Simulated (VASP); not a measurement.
Runs of VASP 6.6.1 on MgB2. The structure is that of space group P6/mmm (No. 191), or close to it. The cells are those of the table. 

```csv
task,level,cell,k mesh,cutoff (eV),gap on the mesh (eV),pressure (GPa),relaxed volume (Å³/atom)
relaxation of shape and atoms at fixed volume,r2SCAN,"relaxed from a = 3.050, b = 3.050, c = 3.483 Å, angles 90.0, 90.0, 120.0°, 3 atoms",14 × 14 × 12,600,none,2.6,-
single point,r2SCAN,"a = 3.037, b = 3.037, c = 3.442 Å, angles 90.0, 90.0, 120.0°, 3 atoms",14 × 14 × 12,520,none,6.1,-
single point,PBE,"a = 3.084, b = 3.084, c = 3.499 Å, angles 90.0, 90.0, 120.0°, 3 atoms",8 × 8 × 6,520,none,-0.3,-
relaxation of cell and atoms,PBE,"relaxed from a = 3.085, b = 3.085, c = 3.523 Å, angles 90.0, 90.0, 120.0°, 3 atoms",8 × 8 × 6,600,none,0.1,(b)
relaxation of shape and atoms at fixed volume,r2SCAN,"relaxed from a = 3.069, b = 3.069, c = 3.510 Å, angles 90.0, 90.0, 120.0°, 3 atoms",14 × 14 × 12,600,none,-0.5,9.54
relaxation of shape and atoms at fixed volume,r2SCAN,"relaxed from a = 3.084, b = 3.084, c = 3.499 Å, angles 90.0, 90.0, 120.0°, 3 atoms",14 × 14 × 12,600,none,-1.5,-
relaxation of shape and atoms at fixed volume,r2SCAN,"relaxed from a = 3.106, b = 3.106, c = 3.563 Å, angles 90.0, 90.0, 120.0°, 3 atoms",14 × 14 × 12,600,none,-5.9,-
single point,r2SCAN,"a = 3.071, b = 3.071, c = 3.506 Å, angles 90.0, 90.0, 120.0°, 3 atoms",14 × 14 × 12,520,none,-0.4,-
relaxation of shape and atoms at fixed volume,r2SCAN,"relaxed from a = 3.033, b = 3.033, c = 3.449 Å, angles 90.0, 90.0, 120.0°, 3 atoms",14 × 14 × 12,600,none,6.1,-
electric field gradients,r2SCAN,"a = 3.085, b = 3.085, c = 3.523 Å, angles 90.0, 90.0, 120.0°, 3 atoms",14 × 14 × 12,520,none,(a),-
electric field gradients,r2SCAN,"a = 3.071, b = 3.071, c = 3.506 Å, angles 90.0, 90.0, 120.0°, 3 atoms",14 × 14 × 12,520,none,-0.4,-
single point,r2SCAN,"a = 3.054, b = 3.054, c = 3.473 Å, angles 90.0, 90.0, 120.0°, 3 atoms",14 × 14 × 12,520,none,2.7,-
```

Alike in all rows: potentials or basis VASP PAW PBE potentials, release 64 (Mg, B); no spin polarisation; smearing gaussian 0.05 eV.

Task: Fill in the values left out.

Result: (a) -2.6; (b) 9.58.

Caveats: the PAW data sets were made with another functional, which shifts forces and pressure a little (some runs).

A gap of «none» marks levels without a gap at the run's occupations.
